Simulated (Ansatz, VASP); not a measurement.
Fe: VASP beside Ansatz

POSCAR

```
Fe
1.0
    2.8682360852      0.0000000000      0.0000000000
    0.0000000000      2.8682360852      0.0000000000
    0.0000000000      0.0000000000      2.8682360852
Fe
2
Direct
    0.0000000000      0.0000000000      0.0000000000
    0.5000000000      0.5000000000      0.5000000000
```

File INCAR.step1:

```
SYSTEM = Fe
PREC = Accurate
ENCUT = 520
ISMEAR = 0
SIGMA = 0.05
LREAL = .False.
LASPH = .True.
NELM = 150
ISPIN = 2
MAGMOM = 2.5 -2.5
LMAXMIX = 4
NBANDS = 19
GGA = PE
ALGO = Normal
EDIFF = 1E-4
LWAVE = .True.
LCHARG = .False.
```

File INCAR.step2:

```
SYSTEM = Fe
PREC = Accurate
ENCUT = 520
EDIFF = 1E-6
ISMEAR = 0
SIGMA = 0.05
LREAL = .False.
LASPH = .True.
NELM = 150
ALGO = Normal
ISIF = 2
LWAVE = .False.
LCHARG = .False.
ISPIN = 2
MAGMOM = 2.5 -2.5
LORBIT = 11
LMAXMIX = 4
METAGGA = R2SCAN
LMIXTAU = .True.
NBANDS = 19
ISTART = 1
```

The input KPOINTS:

```
regular mesh
0
Gamma
  12 12 12
  0 0 0
```

Input for Ansatz:

```yaml
crystal:
  lattice:
    - [2.8682360852, 0.0, 0.0]
    - [0.0, 2.8682360852, 0.0]
    - [0.0, 0.0, 2.8682360852]
  atoms:
    - { symbol: Fe, position: [0.0, 0.0, 0.0], spin: 2.5 }
    - { symbol: Fe, position: [0.5, 0.5, 0.5], spin: -2.5 }
basis:
  ecutwfc: 500
  ecutrho_ratio: 4
kpoints:
  mp_grid: { grid: [12, 12, 12] }
hamiltonian:
  xc: r2scan
scf:
  occupations: { method: gaussian, width: 0.05 }
  lower_state_search: "off"
output:
  forces: true
  stress: true
  eigenvalues: true
  populations: true
magnetization:
  spin_polarized: true
```

Alike in both runs: task single point; functional r2SCAN; k mesh 12 × 12 × 12; occupations gaussian, width 0.05 eV; collinear spin.

```csv
,VASP,Ansatz
version,VASP 6.6.1,Ansatz 0.2.0
potentials or method,"VASP PAW PBE potentials, release 64 (Fe), cutoff 520 eV","scalar-relativistic, plane waves, PAW"
valence electrons in the cell,16,32
```

VASP gave:

| Item | Value |
| --- | --- |
| gap on the k mesh at the Fermi level (eV) | none |
| pressure (GPa) | 1.8 |
| net moment per atom (μB) | 0.00 |
| size of the moment on the site where the two differ most (μB) | 2.37 |

**Question.** Which values does Ansatz return?

**Answer.** gap on the k mesh at the Fermi level (eV): none; pressure (GPa): 3.8; net moment per atom (μB): 0.00; size of the moment on the site where the two differ most (μB): 2.67.

VASP's potentials were made for PBE, not for r2SCAN. Site moments also hang on the region over which each program counts them. A gap of «none» marks a metal or a gap that the smearing closes. VASP's potentials hold 16 valence electrons a cell and Ansatz's 32, so a difference there can come from the potentials and not from the codes. Ansatz's warnings: stability check not made.
